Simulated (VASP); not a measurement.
NiO:

```
Ni O
1.0
     0.00000    2.08590    2.08590
     2.08590    0.00000    2.08590
     2.08590    2.08590    0.00000
Ni O
1 1
Cartesian
  0.0000 0.0000 0.0000
  2.0859 2.0859 2.0859
```

```yaml
Program: VASP 6.6.1
Task: relaxation of cell and atoms
Functional: PBEsol
Potentials_or_basis: VASP PAW PBE potentials, release 64 (Ni, O)
Cutoff: 600 eV
k_mesh: 11 × 11 × 11
Occupations: fermi-dirac, width 0.05 eV
Spin: collinear spin, ferromagnetic start
Starting_moments: "[1.0, 0.0] μB"
```

At the start: pressure -7.8 GPa; volume 9.08 Å³/atom.

Problem. How do energy, volume and symmetry change on relaxing?

Solution. Over 3 steps the energy falls by 9.3 meV/atom and the volume is 8.71 Å³/atom (-4.0 %); space group Fm-3m (No. 225, to 0.1 Å) before and after; moment 1.24 μB per cell.

The path:
| step | energy change (eV) | largest force (eV/Å) | pressure (GPa) | volume (Å³) |
| --- | --- | --- | --- | --- |
| 1 | 0.0000 | 0.0000 | -7.82 | 18.15 |
| 2 | -0.0121 | 0.0000 | 5.21 | 17.01 |
| 3 | -0.0186 | 0.0000 | 0.08 | 17.42 |

Final structure:
```cif
data_structure
_symmetry_space_group_name_H-M 'P 1'
_symmetry_Int_Tables_number 1
_cell_length_a 2.9097
_cell_length_b 2.9097
_cell_length_c 2.9097
_cell_angle_alpha 60.000
_cell_angle_beta 60.000
_cell_angle_gamma 60.000
_cell_volume 17.42
loop_
_atom_site_label
_atom_site_type_symbol
_atom_site_fract_x
_atom_site_fract_y
_atom_site_fract_z
_atom_site_occupancy
Ni1 Ni 0.00000 0.00000 0.00000 1
O1 O 0.50000 0.50000 0.50000 1
```

Caveat: the PAW data sets were made with another functional, which shifts forces and pressure a little; a cell with one magnetic atom can't hold antiferromagnetic order, which such compounds often take.
